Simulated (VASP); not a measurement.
Set up this calculation in VASP 6.6.1, as the native input.

- Task: single point
- Functional: LDA
- Potentials or basis: VASP PAW LDA potentials, release 64 (Ba_sv, Fe, O)
- Cutoff: 600 eV
- k mesh: 8 × 8 × 8
- Occupations: fermi-dirac, width 0.2 eV
- Spin: collinear spin, ferromagnetic start
- Starting moments: [0.0, 3.5, 0.0, 0.0, 0.0] μB
- Dipole correction: no
- Further INCAR settings: ALGO = Normal; EDIFF = 1e-06; NBANDS = 30

The structure of BaFeO3 lies in POSCAR:

```
BaFeO3
1.0
    4.0200000000      0.0000000000      0.0000000000
    0.0000000000      4.0200000000      0.0000000000
    0.0000000000      0.0000000000      4.0200000000
Ba Fe O
1 1 3
Direct
    0.0000000000      0.0000000000      0.0000000000
    0.5000000000      0.5000000000      0.5000000000
    0.5000000000      0.5000000000      0.0000000000
    0.0000000000      0.5000000000      0.5000000000
    0.5000000000      0.0000000000      0.5000000000
```

One way to write it, as run:

INCAR

```
  PREC = Accurate
  ENCUT = 600
  EDIFF = 1E-6
  ISMEAR = -1
  SIGMA = 0.2
  LREAL = F
  LASPH = T
  NELM = 200
  ALGO = Normal
  ISIF = 2
  LWAVE = F
  LCHARG = T
  ISPIN = 2
  MAGMOM = 0 3.5 0 0 0
  LORBIT = 11
  LMAXMIX = 4
  LELF = T
  LVHAR = T
  NBANDS = 30
  GGA_COMPAT = F
```

KPOINTS

```
Automatic mesh
0
Gamma
  8 8 8
```

Potentials or basis: VASP PAW LDA potentials, release 64 (Ba_sv, Fe, O).

Command:

```console
$ cat potpaw_LDA.64/Ba_sv/POTCAR potpaw_LDA.64/Fe/POTCAR potpaw_LDA.64/O/POTCAR > POTCAR
$ mpirun -np 1 vasp_std > vasp.out
```

Results of the run:

```json
{
 "Pressure": "-16.1 GPa",
 "Net moment": "3.53 μB per cell",
 "Site moments": "Ba +0.02; Fe +2.83; O +0.17 μB",
 "Valence electrons inside the program's atomic spheres": "Ba 7.94; Fe 6.86; O 4.90"
}
```

Caveat: a cell with one magnetic atom can't hold antiferromagnetic order, which such compounds often take.

It took 3.1 min on 1 thread of Intel Xeon 8259CL (shared host), peak memory 0.26 GiB.
